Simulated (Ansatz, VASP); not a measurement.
**ScSiS3 in VASP and in Ansatz**

```
Sc Si S
1.0
     4.51587    0.00000    0.00000
     0.00000    4.51587    0.00000
     0.00000    0.00000    4.51587
Sc Si S
1 1 3
Direct
  0.00000 0.00000 0.00000
  0.50000 0.50000 0.50000
  0.00000 0.50000 0.50000
  0.50000 0.00000 0.50000
  0.50000 0.50000 0.00000
```

Change from the starting cell: species swapped into the CeBRh3 type (Pm-3m, No. 221).

Alike in both runs: task relaxation of cell and atoms; functional PBE; k mesh 8 × 8 × 8; occupations gaussian, width 0.1 eV; no spin polarisation.

|  | VASP | Ansatz |
| --- | --- | --- |
| version | VASP 6.6.1 | Ansatz 0.2.0 |
| potentials or method | VASP PAW PBE potentials, release 64 (Sc_sv, Si, S), cutoff 600 eV | scalar-relativistic, plane waves, PAW |
| valence electrons in the cell | 33 | 33 |

Ansatz gave:

| Item | Value |
| --- | --- |
| gap on the k mesh at the Fermi level, each at its own relaxed structure (eV) | none |
| relaxed volume (Å³/atom) | 18.49 |
| relaxed length of the cell vector where the two differ most in proportion (Å) | 4.522 |

Which values does VASP return?

gap on the k mesh at the Fermi level, each at its own relaxed structure (eV): none; relaxed volume (Å³/atom): 18.48; relaxed length of the cell vector where the two differ most in proportion (Å): 4.521.

A gap of «none» marks a metal or a gap that the smearing closes.
